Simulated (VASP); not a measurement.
**NiMoIrPdW: single point with RPBE**

Crystal: NiMoIrPdW.

```xyz
10
Lattice="2.7817 0.0000 0.0000 -1.3909 2.4090 0.0000 0.0000 0.0000 22.0680" Properties=species:S:1:pos:R:3 pbc="T T T"
Ni    0.0000    1.6060    0.9979
Ni    1.3909    0.8030   21.0867
Mo    1.3909    0.8030    7.5426
Mo    1.3909    0.8030   16.8406
Pd    0.0000    1.6060    9.8693
Pd    0.0000    1.6060   14.4982
Ir    0.0000    1.6060    5.2977
Ir    0.0000    1.6060   18.9868
W     1.3909    0.8030    3.0353
W     1.3909    0.8030   12.1847
```

```yaml
Program: VASP 6.6.1
Task: single point
Functional: RPBE
Potentials_or_basis: VASP PAW PBE potentials, release 64 (Ni, Mo_sv, Pd, Ir, W_sv)
Cutoff: 520 eV
k_mesh: 8 × 8 × 1
Occupations: fermi-dirac, width 0.05 eV
Spin: collinear spin, ferromagnetic start
Starting_moments: "[1.0, 1.0, 1.0, 1.0, 0.0, 0.0, 0.6, 0.6, 0.0, 0.0] μB"
Dipole_correction: no
Further_INCAR_settings: ALGO = Fast; EDIFF = 1e-06; NBANDS = 72
```

| Item | Value |
| --- | --- |
| Pressure | 0.3 GPa |
| Largest force | 0.015 eV/Å |
| Band gap on the k mesh | zero (filled and empty bands overlap) |
| Net moment | -0.01 μB per cell |
| Valence electrons inside the program's atomic spheres | Ni 9.21, 9.11; Mo 12.42, 12.46; Pd 9.57; Ir 8.38, 8.31; W 12.05, 11.96 |

Forces on the atoms (eV/Å):
```
Ni   0.000  0.000 -0.015
Ni   0.000  0.000  0.003
Mo   0.000  0.000  0.008
Mo   0.000  0.000 -0.015
Pd   0.000  0.000 -0.007
Pd   0.000  0.000  0.007
Ir   0.000  0.000  0.012
Ir   0.000  0.000  0.013
W    0.000  0.000 -0.006
W    0.000  0.000  0.000
```

Levels at points of the mesh, in eV from the Fermi level:
Spin up:
```csv
k point,band 53,band 54,band 55,band 56,band 57,band 58,band 59,band 60
"(0.00, 0.00, 0.00)",-1.35,-0.96,-0.96,-0.62,-0.60,-0.60,-0.42,-0.33
"(0.50, 0.00, 0.00)",-0.13,-0.05,0.49,0.88,0.93,1.31,1.35,1.55
```
Spin down:
```csv
k point,band 53,band 54,band 55,band 56,band 57,band 58,band 59,band 60
"(0.00, 0.00, 0.00)",-1.35,-0.96,-0.96,-0.62,-0.60,-0.60,-0.42,-0.33
"(0.50, 0.00, 0.00)",-0.13,-0.05,0.49,0.88,0.93,1.31,1.35,1.55
```

Run time: 32 min on 1 thread of Oxide Virtual Turin-like Processor, with other jobs on the host, peak memory 0.47 GiB.

Caveat: the moments typed at the start vanished in this run; the PAW data sets were made with another functional, which shifts forces and pressure a little; spin-orbit coupling is left out, which moves the levels of the heavy elements.
